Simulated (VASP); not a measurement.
A run of VASP 6.6.1:

File INCAR:

```
ALGO     = Normal         # electronic algorithm
EDIFF    = 1E-7           # SCF threshold, eV
ENCUT    = 520            # plane-wave cutoff, eV
GGA      = PS             # functional
ISIF     = 2              # what is computed and relaxed
ISMEAR   = 0              # smearing method
LASPH    = True           # aspherical terms in the spheres
LCHARG   = False          # write CHGCAR
LREAL    = False          # projectors in reciprocal space
LWAVE    = False          # write WAVECAR
NBANDS   = 26             # bands
NELM     = 80             # most SCF steps
PREC     = Accurate       # precision mode
SIGMA    = 0.05           # smearing width, eV
```

KPOINTS

```
k-points
0
Gamma
  9 9 4
```

Contents of POSCAR:

```
MgO
1.0
    3.2553371795      0.0000000000      0.0000000000
   -1.6276685897      2.8192046953      0.0000000000
    0.0000000000      0.0000000000     10.4149514991
Mg O
4 4
Direct
    0.3333333333      0.6666666667      0.9695963559
    0.0000000000      0.0000000000      0.2209473890
    0.0000000000      0.0000000000      0.7209473890
    0.6666666667      0.3333333333      0.4695963559
    0.3333333333      0.6666666667      0.7799156657
   -0.1996720967      0.0000000000      0.5794669904
    0.0000000000      0.0000000000      0.0295387694
    0.6666666667      0.3333333333      0.2799156657
```

Potentials or basis: VASP PAW PBE potentials, release 64 (Mg, O).

Run with:

```sh
$ cat potpaw_PBE.64/Mg/POTCAR potpaw_PBE.64/O/POTCAR > POTCAR
$ mpirun -np 1 vasp_std > vasp.out
```

Hardware: 1 thread of Intel(R) Xeon(R) Platinum 8559C (Emerald Rapids) (shared host).

Question: How long does it take, and how much memory?

Answer: Wall time 2.4 min on 1 thread of Intel(R) Xeon(R) Platinum 8559C (Emerald Rapids), with other jobs on the host, peak memory 0.43 GiB. Counts: scf iterations 16, k points 163.
